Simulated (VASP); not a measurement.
A run of VASP 6.6.1 is set up as follows.

Contents of POSCAR:

```
Mn
1.0
   -1.3948927939      1.3948927939      1.3948927939
    1.3948927939     -1.3948927939      1.3948927939
    2.7897855878      2.7897855878     -2.7897855878
Mn
2
Direct
    0.0000000000      0.0000000000      0.0000000000
    0.0000000000      0.0000000000      0.5000000000
```

File INCAR.step1:

```
PREC = Accurate ; ENCUT = 520
ISMEAR = 0 ; SIGMA = 0.05
LREAL = F ; LASPH = T
NELM = 150 ; ISPIN = 2
MAGMOM = 3.5 -3.5 ; LMAXMIX = 4
NBANDS = 24 ; GGA = PE
ALGO = Normal ; EDIFF = 1E-4
LWAVE = T ; LCHARG = F
KPAR = 4
```

The input INCAR.step2:

```
PREC = Accurate ; ENCUT = 520
EDIFF = 1E-7 ; ISMEAR = 0
SIGMA = 0.05 ; LREAL = F
LASPH = T ; NELM = 150
ALGO = Normal ; ISIF = 2
LWAVE = F ; LCHARG = F
ISPIN = 2 ; MAGMOM = 3.5 -3.5
LORBIT = 11 ; LMAXMIX = 4
METAGGA = R2SCAN ; LMIXTAU = T
NBANDS = 24 ; ISTART = 1
KPAR = 4
```

File KPOINTS:

```
regular mesh
0
Gamma
  20 20 10
```

Potentials or basis: VASP PAW PBE potentials, release 64 (Mn_pv).

Launch:

```sh
$ cat potpaw_PBE.64/Mn_pv/POTCAR > POTCAR
$ cp INCAR.step1 INCAR
$ mpirun -np 4 vasp_std > vasp.out
$ cp INCAR.step2 INCAR
$ mpirun -np 4 vasp_std > vasp.out
```

What does it give for the net moment?

0.00 μB per cell.

Estimate the pressure.

19.8 GPa.

Stress tensor (GPa, compression positive):
```
17.08 -4.97  0.00
-4.97 17.08  0.00
 0.00  0.00 25.32
```

Caveat: the stress differs along the axes, from 17 to 25 GPa; the antiferromagnetic order is the one typed at the start, and another may lie lower; the PAW data sets were made with another functional, which shifts forces and pressure a little.
